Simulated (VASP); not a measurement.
Crystal: Al2O3.

```xyz
5
Lattice="3.0175 0.0000 0.0000 -1.5087 2.6132 0.0000 0.0000 0.0000 7.5746" Properties=species:S:1:pos:R:3 pbc="T T T"
Al    0.0000    0.0000    2.1054
Al    0.0000    0.0000    5.4693
O     0.0000    1.7421    1.5108
O     1.5087    0.8711    6.0638
O     0.0000    0.0000    3.7873
```

- Program: VASP 6.6.1
- Task: relaxation of cell and atoms
- Functional: PBEsol
- Dispersion: D4
- Potentials or basis: VASP PAW PBE potentials, release 64 (Al, O)
- Cutoff: 600 eV
- k mesh: 12 × 12 × 4
- Occupations: gaussian, width 0.01 eV
- Spin: no spin polarisation

At the start: pressure -5.2 GPa; volume 11.95 Å³/atom.

**Question.** Where does the relaxation end?

**Answer.** Over 19 steps the energy falls by 7.7 meV/atom and the volume is 11.27 Å³/atom (-5.6 %); space group P-3m1 (No. 164, to 0.1 Å) before and after.

The path:
| step | energy change (eV) | largest force (eV/Å) | pressure (GPa) | volume (Å³) |
| --- | --- | --- | --- | --- |
| 1 | 0.0000 | 0.1977 | -5.18 | 59.73 |
| 2 | -0.0061 | 0.3750 | 5.08 | 56.45 |
| 3 | -0.0311 | 0.1489 | -0.04 | 57.96 |
| 4 | -0.0298 | 0.3440 | -0.14 | 57.77 |
| 5 | -0.0323 | 0.1146 | -0.09 | 57.89 |
| 6 | -0.0332 | 0.0455 | -0.08 | 57.80 |
| 7 | -0.0332 | 0.0459 | -0.07 | 57.77 |
| 8 | -0.0336 | 0.0474 | -0.05 | 57.71 |
| 9 | -0.0346 | 0.0515 | -0.02 | 57.53 |
| 10 | -0.0364 | 0.0618 | 0.06 | 57.18 |
| 11 | -0.0384 | 0.0868 | 0.29 | 56.47 |
| 12 | -0.0386 | 0.0399 | -0.04 | 56.46 |
| 13 | -0.0386 | 0.0136 | 0.03 | 56.46 |
| 14 | -0.0386 | 0.0106 | -0.04 | 56.47 |
| 15 | -0.0386 | 0.0074 | -0.13 | 56.47 |
| 16 | -0.0387 | 0.0174 | -0.07 | 56.44 |
| 17 | -0.0387 | 0.0199 | -0.05 | 56.44 |
| 18 | -0.0387 | 0.0121 | 0.02 | 56.39 |
| 19 | -0.0387 | 0.0085 | 0.07 | 56.37 |

Final structure:
```cif
data_structure
_symmetry_space_group_name_H-M 'P 1'
_symmetry_Int_Tables_number 1
_cell_length_a 2.9780
_cell_length_b 2.9780
_cell_length_c 7.3391
_cell_angle_alpha 90.000
_cell_angle_beta 90.000
_cell_angle_gamma 120.000
_cell_volume 56.37
loop_
_atom_site_label
_atom_site_type_symbol
_atom_site_fract_x
_atom_site_fract_y
_atom_site_fract_z
_atom_site_occupancy
Al1 Al 0.00000 0.00000 0.27241 1
Al2 Al 0.00000 0.00000 0.72759 1
O1 O 0.33333 0.66667 0.19158 1
O2 O 0.66667 0.33333 0.80842 1
O3 O 0.00000 0.00000 0.50000 1
```

Caveat: the PAW data sets were made with another functional, which shifts forces and pressure a little.
